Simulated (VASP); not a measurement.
LaH3, 4 atoms in the cell. Symmetry: Fm-3m, No. 225, cubic system. Conventional cell: a = 5.526 Å, b = 5.526 Å, c = 5.526 Å, α = 90.00°, β = 90.00°, γ = 90.00°. Within 3.2 Å of La (site symmetry m-3m) lie 14 H at 2.39 to 2.76 Å. H (site symmetry m-3m) has 8 H at 2.39 Å and 6 La at 2.76 Å within 3.2 Å. Within 3.2 Å of H (site symmetry -43m) lie 4 La at 2.39 Å and 10 H at 2.39 to 2.76 Å. 

- Program: VASP 6.6.1
- Task: single point
- Functional: r2SCAN
- Potentials or basis: VASP PAW PBE potentials, release 64 (La, H)
- Cutoff: 520 eV
- k mesh: 7 × 7 × 7
- Occupations: methfessel-paxton, width 0.1 eV
- Spin: no spin polarisation
- Dipole correction: no
- Further INCAR settings: ALGO = Normal; EDIFF = 1e-06; NBANDS = 15

Potentials or basis: VASP PAW PBE potentials, release 64 (La, H).

The run is started by

```console
$ cat potpaw_PBE.64/La/POTCAR potpaw_PBE.64/H/POTCAR > POTCAR
$ cp INCAR.step1 INCAR
$ mpirun -np 1 vasp_std > vasp.out
$ cp INCAR.step2 INCAR
$ mpirun -np 1 vasp_std > vasp.out
```

Hardware: 1 thread of AMD EPYC 9R45 (Zen 5) (shared host).

Q: Estimate the wall time of this run.

A: Run time: 50 s on 1 thread of AMD EPYC 9R45 (Zen 5) (shared host), peak memory 0.15 GiB. Counts: k points 20.
